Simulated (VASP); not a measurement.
# Co (P6_3/mmc) in VASP: notebook

Runs on Co. Level: PBEsol. Tasks: single point.

Program: VASP 6.6.1. These are calculated values, not measurements. Logs are shortened: lines on timing, memory, paths and dates and some standing lists are left out, and cuts for length are marked.

## Step 1: The cell of the first run

It takes space group P6_3/mmc (No. 194, hexagonal). Conventional cell: a = 2.456 Å, b = 2.456 Å, c = 3.968 Å, α = 90.00°, β = 90.00°, γ = 120.00°. Within 3.2 Å of Co (site symmetry -6m2) lie 12 Co at 2.44 to 2.46 Å.

## Step 2: Single point, PBEsol, collinear spin, ferromagnetic start

Contents of INCAR:

```
SYSTEM = Co
ALGO     = Normal         ! electronic algorithm
EDIFF    = 1E-6           ! SCF threshold, eV
ENCUT    = 520            ! plane-wave cutoff, eV
GGA      = PS             ! functional
ISIF     = 2              ! what is computed and relaxed
ISMEAR   = 0              ! smearing method
ISPIN    = 2              ! spin polarisation
LASPH    = .True.         ! aspherical terms in the spheres
LCHARG   = .False.        ! write CHGCAR
LMAXMIX  = 4              ! l up to which the mixer works
LORBIT   = 11             ! projections on sites
LREAL    = .False.        ! projectors in reciprocal space
LWAVE    = .False.        ! write WAVECAR
MAGMOM   = 1.74 1.74      ! initial moments
NBANDS   = 20             ! bands
NELM     = 150            ! most SCF steps
PREC     = Accurate       ! precision mode
SIGMA    = 0.1            ! smearing width, eV
```

Contents of KPOINTS:

```
k-points
0
Gamma
  21 21 10
  0 0 0
```

Contents of POSCAR:

```
Co
1.0
    2.4558543123      0.0000000000      0.0000000000
   -1.2279271562      2.1268322225      0.0000000000
    0.0000000000      0.0000000000      3.9681248363
Co
2
Direct
    0.3333333333      0.6666666667      0.2500000000
    0.6666666667      0.3333333333      0.7500000000
```

Potentials or basis: VASP PAW PBE potentials, release 64 (Co).

Command:

```bash
$ cat potpaw_PBE.64/Co/POTCAR > POTCAR
$ mpirun -np 1 vasp_std > vasp.out
```

OUTCAR:

```text
SYSTEM = Co
   EDIFF = 1E-6
   ENCUT = 520
   GGA = PS
   ISIF = 2
   ISMEAR = 0
   ISPIN = 2
   LASPH = .True.
   LORBIT = 11
   LREAL = .False.
   NELM = 150
   PREC = Accurate

 ion  position               nearest neighbor table
   1  0.333  0.667  0.250-   2 2.44   2 2.44   2 2.44   2 2.44   2 2.44   2 2.44
   2  0.667  0.333  0.750-   1 2.44   1 2.44   1 2.44   1 2.44   1 2.44   1 2.44

  LATTYP: Found a hexagonal cell.
 ALAT       =     2.4558543123
 C/A-ratio  =     1.6157818550

  Lattice vectors:

 A1 = (   2.4558543123,   0.0000000000,   0.0000000000)
 A2 = (  -1.2279271562,   2.1268322225,   0.0000000000)
 A3 = (   0.0000000000,   0.0000000000,   3.9681248363)

Analysis of symmetry for initial positions (statically):
=====================================================================
 Subroutine PRICEL returns:
 Original cell was already a primitive cell.

 Routine SETGRP: Setting up the symmetry group for a
 hexagonal supercell.

 Subroutine GETGRP returns: Found 24 space group operations
 (whereof 12 operations were pure point group operations)
 out of a pool of 24 trial point group operations.

The static configuration has the point symmetry D_3d.
 The point group associated with its full space group is D_6h.

Analysis of symmetry for dynamics (positions and initial velocities):
=====================================================================
 Subroutine PRICEL returns:
 Original cell was already a primitive cell.

 Routine SETGRP: Setting up the symmetry group for a
 hexagonal supercell.

 Subroutine GETGRP returns: Found 24 space group operations
 (whereof 12 operations were pure point group operations)
 out of a pool of 24 trial point group operations.

The dynamic configuration has the point symmetry D_3d.
 The point group associated with its full space group is D_6h.

Analysis of structural, dynamic, and magnetic symmetry:
=====================================================================
 Subroutine PRICEL returns:
 Original cell was already a primitive cell.

 Routine SETGRP: Setting up the symmetry group for a
 hexagonal supercell.

 Subroutine GETGRP returns: Found 24 space group operations
 (whereof 12 operations were pure point group operations)
 out of a pool of 24 trial point group operations.

The overall configuration has the point symmetry D_3d.
 The point group associated with its full space group is D_6h.

 Subroutine INISYM returns: Found 24 space group operations
 (whereof 12 operations are pure point group operations),
 and found     1 'primitive' translations

----------------------------------------------------------------------------------------

                                     Primitive cell

  volume of cell :      20.7263

  direct lattice vectors                    reciprocal lattice vectors
     2.455854312  0.000000000  0.000000000     0.407190278  0.235091417  0.000000000
    -1.227927156  2.126832223  0.000000000     0.000000000  0.470182833  0.000000000
     0.000000000  0.000000000  3.968124836     0.000000000  0.000000000  0.252008201

  length of vectors
     2.455854312  2.455854312  3.968124836     0.470182833  0.470182833  0.252008201

  position of ions in fractional coordinates (direct lattice)
     0.333333333  0.666666667  0.250000000
     0.666666667  0.333333333  0.750000000

  ion indices of the primitive-cell ions
   primitive index   ion index
                 1           1
                 2           2

----------------------------------------------------------------------------------------

 KPOINTS: k-points

Automatic generation of k-mesh.
 Grid dimensions read from file:
 generate k-points for:   21   21   10

 Generating k-lattice:

  Cartesian coordinates                     Fractional coordinates (reciprocal lattice)
     0.019390013  0.011194829  0.000000000     0.047619048  0.000000000  0.000000000
     0.000000000  0.022389659  0.000000000     0.000000000  0.047619048  0.000000000
     0.000000000  0.000000000  0.025200820     0.000000000  0.000000000  0.100000000

  Length of vectors
     0.022389659  0.022389659  0.025200820

  Shift w.r.t. Gamma in fractional coordinates (k-lattice)
     0.000000000  0.000000000  0.000000000

 Subroutine IBZKPT returns following result:
 ===========================================

 Found    288 irreducible k-points:

 Following reciprocal coordinates:
            Coordinates               Weight
  0.000000  0.000000  0.000000      1.000000
  0.047619  0.000000  0.000000      6.000000
  0.095238  0.000000  0.000000      6.000000
  0.142857  0.000000  0.000000      6.000000
  0.190476  0.000000  0.000000      6.000000
  0.238095  0.000000  0.000000      6.000000
[... 16 lines left out ...]
  0.142857  0.095238  0.000000     12.000000
  0.190476  0.095238  0.000000     12.000000
 [... further k-points ...]
   k-points           NKPTS =    288   k-points in BZ     NKDIM =    288   number of bands    NBANDS=     20
   number of dos      NEDOS =    301   number of ions     NIONS =      2
   total plane-waves  NPLWV =   9720
   dimension x,y,z NGX =    18 NGY =   18 NGZ =   30
   dimension x,y,z NGXF=    36 NGYF=   36 NGZF=   60
   ions per type =               2
   NGX,Y,Z   is equivalent  to a cutoff of  12.18, 12.18, 12.57 a.u.
   NGXF,Y,Z  is equivalent  to a cutoff of  24.37, 24.37, 25.14 a.u.
 SYSTEM =  Co
   PREC   = accura    normal or accurate (medium, high low for compatibility)
   ISTART =      0    job   : 0-new  1-cont  2-samecut
   ICHARG =      2    charge: 1-file 2-atom 10-const
   ISPIN  =      2    spin polarized calculation?
   LNONCOLLINEAR =      F non collinear calculations
   LSORBIT =      F    spin-orbit coupling
   LASPH  =      T    aspherical Exc in radial PAW
   ENCUT  =  520.0 eV  38.22 Ry    6.18 a.u.   4.57  4.57  7.38*2*pi/ulx,y,z
   NELM   =    150;   NELMIN=  2; NELMDL= -5     # of ELM steps
   EDIFF  = 0.1E-05   stopping-criterion for ELM
   LREAL  =      F    real-space projection
   EDIFFG = 0.1E-04   stopping-criterion for IOM
   NSW    =      0    number of steps for IOM
   IBRION =     -1    ionic relax: 0-MD 1-quasi-New 2-CG
   NFREE  =      0    steps in history (QN), initial steepest desc. (CG)
   ISIF   =      2    stress and relaxation
   ISYM   =      2    0-nonsym 1-usesym 2-fastsym
   POTIM  = 0.5000    time-step for ionic-motion
   TEBEG  =    0.0;   TEEND  =   0.0 temperature during run
   PSTRESS=    0.0 pullay stress
   NELECT =      18.0000    total number of electrons
   NUPDOWN=      -1.0000    fix difference up-down
   EMIN   =  10.00;   EMAX   =-10.00  energy-range for DOS
   EFERMI =   0.00;   METHOD = LEGACY
   ISMEAR =     0;   SIGMA  =   0.10  broadening in eV -4-tet -1-fermi 0-gaus
   EFERMI_NEDOS =   21; number of points for ismear=-14 and -15
   IALGO  =     38    algorithm
   IMIX   =      4    mixing-type and parameters
     AMIX     =   0.40;   BMIX     =  1.00
     AMIX_MAG =   1.60;   BMIX_MAG =  1.00
  volume/ion in A,a.u.               =      10.36        69.93
  Fermi-wavevector in a.u.,A,eV,Ry     =   1.561919  2.951600 33.192666  2.439592
  Thomas-Fermi vector in A             =   2.664914
   LORBIT       =     11    0 simple, 1 ext, 2 COOP (PROOUT), +10 PAW based schemes
   GGA     = PS    functional components
   LHFCALC =     F    Hartree Fock is set to
   AEXX    =    0.0000 exact exchange contribution
   IVDW    =     0    specifies the selected vdW correction
   LEPSILON=     F    determine dielectric tensor
   LRPA    =     F    only Hartree local field effects (RPA)
 spin polarized calculation
 Gauss-broadening in eV      SIGMA  =   0.10
  energy-cutoff  :      520.00
  volume of cell :       20.73
 maximum number of plane-waves:       574
   NGX =  9   NGY =  9   NGZ = 15

 number of electron      17.9999973 magnetization       3.1115002

 Free energy of the ion-electron system (eV)
  ---------------------------------------------------
  ext. energy  EPLUGINS =         0.00000000
  ---------------------------------------------------
  free energy    TOTEN  =       -15.47740141 eV

  energy without entropy =      -15.46905399  energy(sigma->0) =      -15.47322770

 E-fermi :  10.7260     XC(G=0): -13.8525

 val. band max:       10.7246961727   @ k =   0.2381   0.0476   0.0000
 cond. band min:      10.7267533331   @ k =   0.2381   0.1905   0.4000
 fundamental gap:      0.0020571604
 Fermi energy:        10.7259731576

 spin component 1

 k-point     1 :       0.0000    0.0000    0.0000
  band No.  band energies     occupation
      1       1.4906      1.00000
      2       5.3739      1.00000
      3       8.0870      1.00000
      4       8.1066      1.00000
      5       8.1066      1.00000
      6       8.4472      1.00000
[... 12 lines left out ...]
     19      37.3584      0.00000
     20      37.3584      0.00000

 k-point     2 :       0.0476    0.0000    0.0000
  band No.  band energies     occupation
      1       1.5733      1.00000
      2       5.4253      1.00000
      3       7.9647      1.00000
      4       8.1468      1.00000
      5       8.2170      1.00000
      6       8.4268      1.00000
[... 12 lines left out ...]
     19      38.5241      0.00000
     20      38.9509      0.00000
[... 465 lines left out ...]
      3       7.3539      1.00000
      4       7.5014      1.00000
      5       8.1746      1.00000
      6       8.3048      1.00000
[... 12 lines left out ...]
     19      36.4699      0.00000
     20      38.8947      0.00000

 k-point    24 :       0.1905    0.0952    0.0000
  band No.  band energies     occupation
      1       3.6100      1.00000
      2       6.3099      1.00000
      3       7.1193      1.00000
      4       7.2206      1.00000
      5       8.1332      1.00000
      6       8.1738      1.00000
[... 12 lines left out ...]
     19      36.4689      0.00000
     20      37.6874      0.00000

 [... further k-points ...]

 spin component 2

 k-point     1 :       0.0000    0.0000    0.0000
  band No.  band energies     occupation
      1       1.5523      1.00000
      2       6.2994      1.00000
      3       9.6535      1.00000
      4       9.6709      1.00000
      5       9.6709      1.00000
      6      10.0644      1.00000
[... 12 lines left out ...]
     19      37.6999      0.00000
     20      37.6999      0.00000

 k-point     2 :       0.0476    0.0000    0.0000
  band No.  band energies     occupation
      1       1.6353      1.00000
      2       6.3569      1.00000
      3       9.5084      1.00000
      4       9.7147      1.00000
      5       9.7984      1.00000
      6      10.0384      1.00000
[... 12 lines left out ...]
     19      38.8699      0.00000
     20      39.2369      0.00000
[... 465 lines left out ...]
      3       8.5680      1.00000
      4       8.7611      1.00000
      5       9.7015      1.00000
      6       9.9014      1.00000
[... 12 lines left out ...]
     19      36.6521      0.00000
     20      39.3693      0.00000

 k-point    24 :       0.1905    0.0952    0.0000
  band No.  band energies     occupation
      1       3.7115      1.00000
      2       7.4185      1.00000
      3       8.2119      1.00000
      4       8.5626      1.00000
      5       9.6307      1.00000
      6       9.7439      1.00000
[... 12 lines left out ...]
     19      36.7269      0.00000
     20      38.1368      0.00000

 [... further k-points ...]

------------------------ aborting loop because EDIFF is reached ----------------------------------------

  FORCE on cell =-STRESS in cart. coord.  units (eV):
  Direction    XX          YY          ZZ          XY          YZ          ZX
  --------------------------------------------------------------------------------------
  -------------------------------------------------------------------------------------
  Total       -0.1161408     -0.1161408     -0.1383578      0.0000000     -0.0000000      0.0000000
  in kB       -8.9778881     -8.9778881    -10.6952998      0.0000000     -0.0000000      0.0000000
  external PRESSURE =      -9.5503587 kB  Pullay stress =       0.0000000 kB

 VOLUME and BASIS-vectors are now :
 -----------------------------------------------------------------------------
  energy-cutoff  :      520.00
  volume of cell :       20.73
      direct lattice vectors                 reciprocal lattice vectors
     2.455854312  0.000000000  0.000000000     0.407190278  0.235091417  0.000000000
    -1.227927156  2.126832223  0.000000000     0.000000000  0.470182833  0.000000000
     0.000000000  0.000000000  3.968124836     0.000000000  0.000000000  0.252008201

 POSITION                                       TOTAL-FORCE (eV/Angst)
 -----------------------------------------------------------------------------------
     -0.00000      1.41789      0.99203         0.000000     -0.000000      0.000000
      1.22793      0.70894      2.97609        -0.000000      0.000000      0.000000
 -----------------------------------------------------------------------------------
    total drift:                                0.000000      0.000000     -0.000000

  FREE ENERGIE OF THE ION-ELECTRON SYSTEM (eV)
  ---------------------------------------------------
  free  energy   TOTEN  =       -15.4774014073 eV

  energy  without entropy=      -15.4690539861  energy(sigma->0) =      -15.47322770

 total charge

# of ion       s       p       d       tot
------------------------------------------
    1        0.508   0.566   7.291   8.365
    2        0.508   0.566   7.291   8.365
--------------------------------------------------
tot          1.016   1.132  14.582  16.730

 magnetization (x)

# of ion       s       p       d       tot
------------------------------------------
    1       -0.016  -0.053   1.631   1.563
    2       -0.016  -0.053   1.631   1.563
--------------------------------------------------
tot         -0.031  -0.105   3.263   3.126
```

Wall time 5.3 min (1 thread of AMD EPYC 7R13, shared host); peak memory 0.24 GiB.

Results:

* Free energy: -15.4774 eV
* Pressure: -1.0 GPa
* Net moment: 3.11 μB per cell
* Site moments: Co +1.56 μB
* Valence electrons inside the program's atomic spheres: Co 8.37

Stress tensor (GPa, compression positive):
```
-0.90  0.00  0.00
 0.00 -0.90  0.00
 0.00  0.00 -1.07
```

Caveat: the PAW data sets were made with another functional, which shifts forces and pressure a little.

## Step 3: Single point, PBEsol, collinear spin, ferromagnetic start

Contents of INCAR:

```
SYSTEM = Co
PREC     = Accurate       ! precision mode
ENCUT    = 520            ! plane-wave cutoff, eV
EDIFF    = 1E-6           ! SCF threshold, eV
ISMEAR   = 0              ! smearing method
SIGMA    = 0.1            ! smearing width, eV
LREAL    = .FALSE.        ! projectors in reciprocal space
LASPH    = .TRUE.         ! aspherical terms in the spheres
NELM     = 150            ! most SCF steps
ALGO     = Normal         ! electronic algorithm
ISIF     = 2              ! what is computed and relaxed
LWAVE    = .FALSE.        ! write WAVECAR
LCHARG   = .FALSE.        ! write CHGCAR
ISPIN    = 2              ! spin polarisation
MAGMOM   = 1.79 1.79      ! initial moments
LORBIT   = 11             ! projections on sites
LMAXMIX  = 4              ! l up to which the mixer works
GGA      = PS             ! functional
ISYM     = 0            
NBANDS   = 20             ! bands
```

Contents of KPOINTS:

```
regular mesh
0
G
  14 9 16
  0 0 0
```

Contents of POSCAR:

```
Co
1.0
    2.4558543123      0.0000000000      0.0000000000
    0.0000000000      3.9681248363      0.0000000000
    1.2279271562      0.0000000000      2.1268322225
Co
2
Direct
    0.3333333333      0.7500000000      0.3333333333
    0.6666666667      0.2500000000      0.6666666667
```

Potentials or basis: VASP PAW PBE potentials, release 64 (Co).

Command:

```bash
$ cat potpaw_PBE.64/Co/POTCAR > POTCAR
$ mpirun -np 1 vasp_std > vasp.out
```

It took 13 min on 1 thread of Oxide Virtual Turin-like, shared host; peak memory 0.58 GiB.

Results (log left out):

```
Free energy                                           : -15.4770 eV
Pressure                                              : -0.9 GPa
Net moment                                            : 3.11 μB per cell
Site moments                                          : Co +1.56 μB
Valence electrons inside the program's atomic spheres : Co 8.37
```

Forces in eV/Å, atoms in the order of the input:
```
Co   0.002  0.000 -0.002
Co  -0.002  0.000  0.002
```

Stress tensor (GPa, compression positive):
```
-1.11  0.00 -0.20
 0.00 -0.84  0.00
-0.20  0.00 -0.90
```

Levels at points of the mesh, in eV from the Fermi level:
Spin up:
```
           k point  band 6  band 7  band 8  band 9  band 10  band 11  band 12  band 13  band 14  band 15
(0.00, 0.00, 0.00)   -2.28   -2.28   -1.90   -1.90    -0.71    -0.71    -0.14     6.78    22.31    25.31
(0.50, 0.00, 0.00)   -2.54   -2.18   -0.57   -0.46    -0.41     1.44     3.55    10.03    10.73    13.16
(0.00, 0.00, 0.50)   -2.54   -2.18   -0.57   -0.46    -0.41     1.44     3.55    10.03    10.73    13.16
(0.50, 0.00, 0.50)   -2.54   -2.18   -0.57   -0.46    -0.41     1.44     3.55    10.03    10.73    13.16
```
Spin down:
```tsv
k point	band 5	band 6	band 7	band 8	band 9	band 10
(0.00, 0.00, 0.00)	-1.05	-0.66	-0.66	-0.21	-0.21	-0.12
(0.50, 0.00, 0.00)	-1.22	-1.11	-0.68	1.23	1.38	1.41
(0.00, 0.00, 0.50)	-1.22	-1.11	-0.68	1.23	1.38	1.41
(0.50, 0.00, 0.50)	-1.22	-1.11	-0.67	1.23	1.38	1.41
```

Caveat: the PAW data sets were made with another functional, which shifts forces and pressure a little.
